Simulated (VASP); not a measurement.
Runs of VASP 6.6.1 on CsI. The structure is that of space group Pm-3m (No. 221), or close to it. The cells are those of the table. 

```tsv
task	level	potentials or basis	spin	cell	k mesh	cutoff (eV)	smearing	grid for exact exchange (PRECFOCK)	share of exact exchange	screening parameter	gap on the mesh (eV)	pressure (GPa)	relaxed volume (Å³/atom)
single point	HSE06	VASP PAW PBE potentials, release 64 (Cs_sv, I)	non-collinear, zero start, SOC	a = 4.608 Å, 2 atoms	4 × 4 × 4	400	gaussian 0.01 eV	Normal	0.25	0.2079 1/Å	-	0.2	-
single point	r2SCAN	VASP PAW PBE potentials, release 64 (Cs_sv, I)	off	a = 4.608 Å, 2 atoms	6 × 6 × 6	550	fermi-dirac 0.02 eV	-	-	-	4.50	0.1	-
single point	HSE06	VASP PAW PBE potentials, release 64 (Cs_sv, I)	off	a = 4.637 Å, 2 atoms	4 × 4 × 4	400	fermi-dirac 0.02 eV	Normal	0.25	0.2079 1/Å	4.71	0.0	-
single point	LDA	VASP PAW LDA potentials, release 64 (Cs_sv, I)	off	a = 4.402 Å, 2 atoms	6 × 6 × 6	500	fermi-dirac 0.02 eV	-	-	-	3.77	0.1	-
relaxation of cell and atoms	r2SCAN	VASP PAW PBE potentials, release 64 (Cs_sv, I)	off	relaxed from a = 4.666 Å, 2 atoms	6 × 6 × 6	550	fermi-dirac 0.02 eV	-	-	-	(c)	0.0	49.15
single point	HF	VASP PAW PBE potentials, release 64 (Cs_sv, I)	off	a = 4.608 Å, 2 atoms	4 × 4 × 4	400	gaussian 0.01 eV	Normal	1	-	10.89	2.0	-
single point	PBEsol	VASP PAW PBE potentials, release 64 (Cs_sv, I)	off	a = 4.507 Å, 2 atoms	6 × 6 × 6	500	fermi-dirac 0.02 eV	-	-	-	3.83	0.1	-
single point	PBE0	VASP PAW PBE potentials, release 64 (Cs_sv, I)	off	a = 4.608 Å, 2 atoms	4 × 4 × 4	400	gaussian 0.01 eV	Normal	0.25	-	5.47	0.1	-
relaxation of cell and atoms	HSE06	VASP PAW PBE potentials, release 64 (Cs_sv, I)	off	relaxed from a = 4.608 Å, 2 atoms	4 × 4 × 4	500	fermi-dirac 0.02 eV	Normal	0.25	0.2079 1/Å	4.71	0.0	(a)
relaxation of cell and atoms	LDA	VASP PAW LDA potentials, release 64 (Cs_sv, I)	off	relaxed from a = 4.666 Å, 2 atoms	6 × 6 × 6	500	fermi-dirac 0.02 eV	-	-	-	3.78	0.0	(d)
single point	r2SCAN0	VASP PAW PBE potentials, release 64 (Cs_sv, I)	off	a = 4.608 Å, 2 atoms	4 × 4 × 4	440	gaussian 0.01 eV	Normal	0.25	-	5.87	-0.1	-
single point	LDA	VASP PAW LDA potentials, release 64 (Cs_sv, I)	off	a = 4.608 Å, 2 atoms	6 × 6 × 6	500	gaussian 0.01 eV	-	-	-	(b)	-1.6	-
```

Question: Estimate the missing entries.

Answer: (a) 49.87; (b) 3.45; (c) 4.48; (d) 42.85.

Caveats: spin-orbit coupling is left out, which moves the levels of the heavy elements (at least some runs); the PAW data sets were made with another functional, which shifts forces and pressure a little (at least some runs); the volume moved by over 15 % at a fixed basis, so the end points are rough (at least some runs).

A k mesh can miss the band edges, and rows without SOC leave out spin-orbit coupling on Cs, I.
